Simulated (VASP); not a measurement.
# In3Se (P4/mmm) in VASP: single point with PBE

Aim: the single point of In3Se with PBE.

All numbers are computed with VASP 6.6.1; they aren't measurements. Logs are shortened: lines on timing, memory, paths and dates and some standing lists are left out, and cuts for length are marked.

### 1 The cell of the first run

It takes space group P4/mmm (No. 123, tetragonal). The conventional cell has a = 4.934 Å, b = 4.934 Å, c = 4.647 Å, α = 90.00°, β = 90.00°, γ = 90.00°. Within 4.7 Å of In (site symmetry mmm) lie 10 In at 3.39 to 4.65 Å and 4 Se at 3.39 Å. Within 4.7 Å of In (site symmetry 4/mmm) lie 10 In at 3.39 to 4.65 Å and 4 Se at 3.49 Å. Se (site symmetry 4/mmm) has 12 In at 3.39 to 3.49 Å and 2 Se at 4.65 Å within 4.7 Å.

### 2 Single point, PBE (strain +0.030 along x and y, -0.030 along z)

Contents of INCAR:

```
PREC = Accurate ; ENCUT = 520
EDIFF = 1E-6 ; ISMEAR = 0
SIGMA = 0.15 ; LREAL = False
LASPH = True ; NELM = 60
ALGO = Normal ; ISIF = 2
LWAVE = False ; LCHARG = False
GGA = PE ; NBANDS = 30
```

Contents of KPOINTS:

```
Automatic mesh
0
Gamma
  10 10 10
```

Contents of POSCAR:

```
In3Se
1.0
    4.9341558288      0.0000000000      0.0000000000
    0.0000000000      4.9341558288      0.0000000000
    0.0000000000      0.0000000000      4.6467292756
In Se
3 1
Direct
    0.0000000000      0.5000000000      0.5000000000
    0.5000000000      0.0000000000      0.5000000000
    0.5000000000      0.5000000000      0.0000000000
    0.0000000000      0.0000000000      0.0000000000
```

Potentials or basis: VASP PAW PBE potentials, release 64 (In_d, Se).

Run with:

```console
$ cat potpaw_PBE.64/In_d/POTCAR potpaw_PBE.64/Se/POTCAR > POTCAR
$ mpirun -np 1 vasp_std > vasp.out
```

OUTCAR:

```text
PREC = Accurate
   ENCUT = 520
   EDIFF = 1E-6
   ISMEAR = 0
   LREAL = False
   LASPH = True
   NELM = 60
   ISIF = 2
   GGA = PE

 ion  position               nearest neighbor table
   1  0.000  0.500  0.500-   3 3.39   4 3.39   3 3.39   4 3.39   4 3.39   4 3.39   3 3.39   3 3.39
                             2 3.49   2 3.49   2 3.49   2 3.49
   2  0.500  0.000  0.500-   3 3.39   4 3.39   3 3.39   4 3.39   3 3.39   3 3.39   4 3.39   4 3.39
                             1 3.49   1 3.49   1 3.49   1 3.49
   3  0.500  0.500  0.000-   1 3.39   2 3.39   1 3.39   2 3.39   2 3.39   2 3.39   1 3.39   1 3.39

   4  0.000  0.000  0.000-   1 3.39   2 3.39   1 3.39   2 3.39   1 3.39   1 3.39   2 3.39   2 3.39

  LATTYP: Found a simple tetragonal cell.
 ALAT       =     4.9341558288
 C/A-ratio  =     0.9417475728

  Lattice vectors:

 A1 = (   4.9341558288,   0.0000000000,   0.0000000000)
 A2 = (   0.0000000000,   4.9341558288,   0.0000000000)
 A3 = (   0.0000000000,   0.0000000000,   4.6467292756)

Analysis of symmetry for initial positions (statically):
=====================================================================
 Subroutine PRICEL returns:
 Original cell was already a primitive cell.

 Routine SETGRP: Setting up the symmetry group for a
 simple tetragonal supercell.

 Subroutine GETGRP returns: Found 16 space group operations
 (whereof 16 operations were pure point group operations)
 out of a pool of 16 trial point group operations.

The static configuration has the point symmetry D_4h.

Analysis of symmetry for dynamics (positions and initial velocities):
=====================================================================
 Subroutine PRICEL returns:
 Original cell was already a primitive cell.

 Routine SETGRP: Setting up the symmetry group for a
 simple tetragonal supercell.

 Subroutine GETGRP returns: Found 16 space group operations
 (whereof 16 operations were pure point group operations)
 out of a pool of 16 trial point group operations.

The dynamic configuration has the point symmetry D_4h.

 Subroutine INISYM returns: Found 16 space group operations
 (whereof 16 operations are pure point group operations),
 and found     1 'primitive' translations

----------------------------------------------------------------------------------------

                                     Primitive cell

  volume of cell :     113.1288

  direct lattice vectors                    reciprocal lattice vectors
     4.934155829  0.000000000  0.000000000     0.202668913  0.000000000  0.000000000
     0.000000000  4.934155829  0.000000000     0.000000000  0.202668913  0.000000000
     0.000000000  0.000000000  4.646729276     0.000000000  0.000000000  0.215205135

  length of vectors
     4.934155829  4.934155829  4.646729276     0.202668913  0.202668913  0.215205135

  position of ions in fractional coordinates (direct lattice)
     0.000000000  0.500000000  0.500000000
     0.500000000  0.000000000  0.500000000
     0.500000000  0.500000000  0.000000000
     0.000000000  0.000000000  0.000000000

  ion indices of the primitive-cell ions
   primitive index   ion index
                 1           1
                 2           2
                 3           3
                 4           4

----------------------------------------------------------------------------------------

 KPOINTS: Automatic mesh

Automatic generation of k-mesh.
 Grid dimensions read from file:
 generate k-points for:   10   10   10

 Generating k-lattice:

  Cartesian coordinates                     Fractional coordinates (reciprocal lattice)
     0.020266891  0.000000000  0.000000000     0.100000000  0.000000000  0.000000000
     0.000000000  0.020266891  0.000000000     0.000000000  0.100000000  0.000000000
     0.000000000  0.000000000  0.021520513     0.000000000  0.000000000  0.100000000

  Length of vectors
     0.020266891  0.020266891  0.021520513

  Shift w.r.t. Gamma in fractional coordinates (k-lattice)
     0.000000000  0.000000000  0.000000000

 Subroutine IBZKPT returns following result:
 ===========================================

 Found    126 irreducible k-points:

 Following reciprocal coordinates:
            Coordinates               Weight
  0.000000  0.000000  0.000000      1.000000
  0.100000  0.000000  0.000000      4.000000
  0.200000  0.000000  0.000000      4.000000
  0.300000  0.000000  0.000000      4.000000
  0.400000  0.000000  0.000000      4.000000
  0.500000  0.000000  0.000000      2.000000
[... 16 lines left out ...]
  0.100000  0.000000  0.100000      8.000000
  0.200000  0.000000  0.100000      8.000000
 [... further k-points ...]
   k-points           NKPTS =    126   k-points in BZ     NKDIM =    126   number of bands    NBANDS=     30
   number of dos      NEDOS =    301   number of ions     NIONS =      4
   total plane-waves  NPLWV =  57600
   dimension x,y,z NGX =    40 NGY =   40 NGZ =   36
   dimension x,y,z NGXF=    80 NGYF=   80 NGZF=   72
   ions per type =               3   1
   NGX,Y,Z   is equivalent  to a cutoff of  13.48, 13.48, 12.88 a.u.
   NGXF,Y,Z  is equivalent  to a cutoff of  26.95, 26.95, 25.76 a.u.
 SYSTEM =  unknown system
   PREC   = accura    normal or accurate (medium, high low for compatibility)
   ISTART =      0    job   : 0-new  1-cont  2-samecut
   ICHARG =      2    charge: 1-file 2-atom 10-const
   ISPIN  =      1    spin polarized calculation?
   LNONCOLLINEAR =      F non collinear calculations
   LSORBIT =      F    spin-orbit coupling
   LASPH  =      T    aspherical Exc in radial PAW
   ENCUT  =  520.0 eV  38.22 Ry    6.18 a.u.   9.17  9.17  8.64*2*pi/ulx,y,z
   NELM   =     60;   NELMIN=  2; NELMDL= -5     # of ELM steps
   EDIFF  = 0.1E-05   stopping-criterion for ELM
   LREAL  =      F    real-space projection
   EDIFFG = 0.1E-04   stopping-criterion for IOM
   NSW    =      0    number of steps for IOM
   IBRION =     -1    ionic relax: 0-MD 1-quasi-New 2-CG
   NFREE  =      0    steps in history (QN), initial steepest desc. (CG)
   ISIF   =      2    stress and relaxation
   ISYM   =      2    0-nonsym 1-usesym 2-fastsym
   POTIM  = 0.5000    time-step for ionic-motion
   TEBEG  =    0.0;   TEEND  =   0.0 temperature during run
   PSTRESS=    0.0 pullay stress
   NELECT =      45.0000    total number of electrons
   NUPDOWN=      -1.0000    fix difference up-down
   EMIN   =  10.00;   EMAX   =-10.00  energy-range for DOS
   EFERMI =   0.00;   METHOD = LEGACY
   ISMEAR =     0;   SIGMA  =   0.15  broadening in eV -4-tet -1-fermi 0-gaus
   EFERMI_NEDOS =   21; number of points for ismear=-14 and -15
   IALGO  =     38    algorithm
   IMIX   =      4    mixing-type and parameters
     AMIX     =   0.40;   BMIX     =  1.00
     AMIX_MAG =   1.60;   BMIX_MAG =  1.00
  volume/ion in A,a.u.               =      28.28       190.86
  Fermi-wavevector in a.u.,A,eV,Ry     =   1.203986  2.275203 19.722752  1.449581
  Thomas-Fermi vector in A             =   2.339724
   LORBIT       =      0    0 simple, 1 ext, 2 COOP (PROOUT), +10 PAW based schemes
   GGA     = PE    functional components
   LHFCALC =     F    Hartree Fock is set to
   AEXX    =    0.0000 exact exchange contribution
   IVDW    =     0    specifies the selected vdW correction
   LEPSILON=     F    determine dielectric tensor
   LRPA    =     F    only Hartree local field effects (RPA)
 non-spin polarized calculation
 Gauss-broadening in eV      SIGMA  =   0.15
  energy-cutoff  :      520.00
  volume of cell :      113.13
 maximum number of plane-waves:      3072
 NGX is ok and might be reduce to    40
   NGX = 19   NGY = 19   NGZ = 17

 number of electron      44.9999994 magnetization

 Free energy of the ion-electron system (eV)
  ---------------------------------------------------
  ext. energy  EPLUGINS =         0.00000000
  ---------------------------------------------------
  free energy    TOTEN  =       -11.67782880 eV

  energy without entropy =      -11.66214139  energy(sigma->0) =      -11.66998509

 E-fermi :   5.7094     XC(G=0):  -9.6467

 val. band max:        5.6866069025   @ k =   0.0000   0.0000   0.5000
 cond. band min:       5.7212976083   @ k =   0.2000   0.1000   0.1000
 fundamental gap:      0.0346907058
 Fermi energy:         5.7094065783

 k-point     1 :       0.0000    0.0000    0.0000
  band No.  band energies     occupation
      1      -9.0424      2.00000
      2      -9.0424      2.00000
      3      -9.0270      2.00000
      4      -8.9973      2.00000
      5      -8.9409      2.00000
      6      -8.8862      2.00000
[... 22 lines left out ...]
     29      10.9180      0.00000
     30      12.2217      0.00000

 k-point     2 :       0.1000    0.0000    0.0000
  band No.  band energies     occupation
      1      -9.0413      2.00000
      2      -9.0334      2.00000
      3      -9.0198      2.00000
      4      -8.9902      2.00000
      5      -8.9386      2.00000
      6      -8.8824      2.00000
[... 22 lines left out ...]
     29      11.1875      0.00000
     30      12.6398      0.00000

 k-point     3 :       0.2000    0.0000    0.0000
  band No.  band energies     occupation
      1      -9.0384      2.00000
      2      -9.0072      2.00000
      3      -8.9996      2.00000
      4      -8.9698      2.00000
      5      -8.9328      2.00000
      6      -8.8707      2.00000
[... 22 lines left out ...]
     29      11.8243      0.00000
     30      12.5963      0.00000

 k-point     4 :       0.3000    0.0000    0.0000
  band No.  band energies     occupation
      1      -9.0347      2.00000
      2      -8.9709      2.00000
      3      -8.9662      2.00000
      4      -8.9387      2.00000
      5      -8.9258      2.00000
      6      -8.8517      2.00000
[... 22 lines left out ...]
     29      11.7471      0.00000
     30      12.3456      0.00000

 k-point     5 :       0.4000    0.0000    0.0000
  band No.  band energies     occupation
      1      -9.0317      2.00000
      2      -8.9440      2.00000
      3      -8.9171      2.00000
      4      -8.9161      2.00000
      5      -8.9032      2.00000
      6      -8.8293      2.00000
[... 22 lines left out ...]
     29      10.7119      0.00000
     30      11.7915      0.00000
[... 526 lines left out ...]
     29      10.2288      0.00000
     30      12.3792      0.00000

 k-point    22 :       0.0000    0.0000    0.1000
  band No.  band energies     occupation
      1      -9.0336      2.00000
      2      -9.0336      2.00000
      3      -9.0181      2.00000
      4      -8.9948      2.00000
      5      -8.9354      2.00000
      6      -8.8849      2.00000
[... 22 lines left out ...]
     29      11.1858      0.00000
     30      12.2720      0.00000

 k-point    23 :       0.1000    0.0000    0.1000
  band No.  band energies     occupation
      1      -9.0328      2.00000
      2      -9.0271      2.00000
      3      -9.0099      2.00000
      4      -8.9876      2.00000
      5      -8.9327      2.00000
      6      -8.8810      2.00000
[... 22 lines left out ...]
     29      11.4314      0.00000
     30      12.6049      0.00000

 k-point    24 :       0.2000    0.0000    0.1000
  band No.  band energies     occupation
      1      -9.0302      2.00000
      2      -9.0076      2.00000
      3      -8.9870      2.00000
      4      -8.9670      2.00000
      5      -8.9262      2.00000
      6      -8.8689      2.00000
[... 22 lines left out ...]
     29      11.8130      0.00000
     30      12.2690      0.00000

 [... further k-points ...]

------------------------ aborting loop because EDIFF is reached ----------------------------------------

  FORCE on cell =-STRESS in cart. coord.  units (eV):
  Direction    XX          YY          ZZ          XY          YZ          ZX
  --------------------------------------------------------------------------------------
  -------------------------------------------------------------------------------------
  Total       -0.7870379     -0.7870379     -0.5463336      0.0000000      0.0000000      0.0000000
  in kB      -11.1463616    -11.1463616     -7.7374068      0.0000000      0.0000000      0.0000000
  external PRESSURE =     -10.0100433 kB  Pullay stress =       0.0000000 kB

 VOLUME and BASIS-vectors are now :
 -----------------------------------------------------------------------------
  energy-cutoff  :      520.00
  volume of cell :      113.13
      direct lattice vectors                 reciprocal lattice vectors
     4.934155829  0.000000000  0.000000000     0.202668913  0.000000000  0.000000000
     0.000000000  4.934155829  0.000000000     0.000000000  0.202668913  0.000000000
     0.000000000  0.000000000  4.646729276     0.000000000  0.000000000  0.215205135

 POSITION                                       TOTAL-FORCE (eV/Angst)
 -----------------------------------------------------------------------------------
      0.00000      2.46708      2.32336         0.000000      0.000000      0.000000
      2.46708      0.00000      2.32336         0.000000      0.000000      0.000000
      2.46708      2.46708      0.00000         0.000000      0.000000      0.000000
      0.00000      0.00000      0.00000         0.000000      0.000000      0.000000
 -----------------------------------------------------------------------------------
    total drift:                               -0.000000     -0.000000     -0.000000

  FREE ENERGIE OF THE ION-ELECTRON SYSTEM (eV)
  ---------------------------------------------------
  free  energy   TOTEN  =       -11.6778287996 eV

  energy  without entropy=      -11.6621413864  energy(sigma->0) =      -11.66998509
```

Run time: 4.9 min. Hardware: 1 thread of Intel Xeon 8259CL, shared host; peak memory 0.45 GiB.

What came out:

* Free energy: -11.6778 eV
* Pressure: -1.0 GPa
* Band gap on the k mesh: zero (an odd number of electrons rules out a gap without spin polarisation)

Levels at points of the mesh, in eV from the Fermi level:
```tsv
k point	band 18	band 19	band 20	band 21	band 22	band 23	band 24	band 25	band 26	band 27
(0.00, 0.00, 0.00)	-3.24	-3.24	-2.86	-2.53	-1.90	1.06	1.06	1.29	4.21	4.21
(0.50, 0.00, 0.00)	-4.87	-2.48	-2.17	-1.79	-0.76	-0.30	0.31	1.63	3.55	3.88
(0.50, 0.50, 0.00)	-5.87	-5.72	-1.74	-0.47	-0.40	-0.40	1.91	2.11	2.11	2.16
(0.00, 0.00, 0.50)	-4.94	-2.32	-2.32	-1.90	-1.07	-0.02	-0.02	1.25	3.46	3.46
(0.50, 0.00, 0.50)	-5.68	-5.50	-1.90	-0.90	-0.90	-0.77	1.12	1.72	1.73	1.79
(0.50, 0.50, 0.50)	-4.27	-4.27	-4.03	-3.97	-3.97	-3.07	2.74	2.74	3.42	7.35
```

Caveat: the cell differs from its parent crystal (strain +0.030 along x and y, -0.030 along z); spin-orbit coupling is left out, which moves the levels of the heavy elements.

The gap in the log of VASP goes by the Fermi energy; the results here count the filled bands.